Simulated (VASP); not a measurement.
TiAl: relaxation of cell and atoms with r2SCAN

TiAl:

```
CELL_PARAMETERS angstrom
3.17906 0.00000 0.00000
0.00000 3.17906 0.00000
0.00000 0.00000 3.17906
ATOMIC_POSITIONS crystal
Ti 0.00000 0.00000 0.00000
Al 0.50000 0.50000 0.50000
```

```yaml
Program: VASP 6.6.1
Task: relaxation of cell and atoms
Functional: r2SCAN
Potentials_or_basis: VASP PAW PBE potentials, release 64 (Ti_sv, Al)
Cutoff: 600 eV
k_mesh: 8 × 8 × 8
Occupations: fermi-dirac, width 0.05 eV
Spin: no spin polarisation
Target_pressure: 5 GPa
Dipole_correction: no
Further_INCAR_settings: ALGO = Normal; EDIFF = 1e-07; IBRION = 2; EDIFFG = -0.01; NSW = 60; ISIF = 3
```

- Relaxed volume: 15.39 Å³/atom
- Relaxed cell: a = 3.134 Å, b = 3.134 Å, c = 3.134 Å, α = 90.00°, β = 90.00°, γ = 90.00°
- Space group after relaxing (to 0.1 Å): Pm-3m (No. 221)
- Energy change on relaxing (the run minimises the enthalpy): +8.9 meV/atom
- Ionic steps: 3
- Pressure after relaxing: 5.0 GPa
- Band gap on the k mesh: zero (an odd number of electrons rules out a gap without spin polarisation)

Step by step:
| step | energy change (eV) | largest force (eV/Å) | pressure (GPa) | volume (Å³) |
| --- | --- | --- | --- | --- |
| 1 | 0.0000 | 0.0000 | -0.57 | 32.13 |
| 2 | 0.0747 | 0.0000 | 10.81 | 29.60 |
| 3 | 0.0178 | 0.0000 | 4.97 | 30.77 |

Final structure:
```xyz
2
Lattice="3.1337 0.0000 0.0000 0.0000 3.1337 0.0000 0.0000 0.0000 3.1337" Properties=species:S:1:pos:R:3 pbc="T T T"
Ti    0.0000    0.0000    0.0000
Al    1.5669    1.5669    1.5669
```

Levels at points of the mesh, in eV from the Fermi level:
```
           k point  band 3  band 4  band 5  band 6  band 7  band 8  band 9  band 10  band 11
(0.00, 0.00, 0.00)  -34.33  -34.33  -10.05   -1.72   -1.72    2.16    2.16     2.16     4.86
(0.50, 0.00, 0.00)  -34.31  -34.31   -6.49   -5.72   -0.70    0.30    0.30     2.39     3.31
(0.50, 0.50, 0.00)  -34.51  -34.29   -5.34   -2.41   -2.41   -1.67    0.91     0.91     3.00
(0.50, 0.50, 0.50)  -34.49  -34.49   -3.40   -3.40   -3.40    1.21    3.01     3.01     3.01
```

It took 4.7 min on 1 thread of Intel Xeon 8259CL, with other jobs on the host, peak memory 0.18 GiB.

Caveat: the cell is relaxed towards a set pressure, so the run minimises the enthalpy, not the energy; the PAW data sets were made with another functional, which shifts forces and pressure a little.
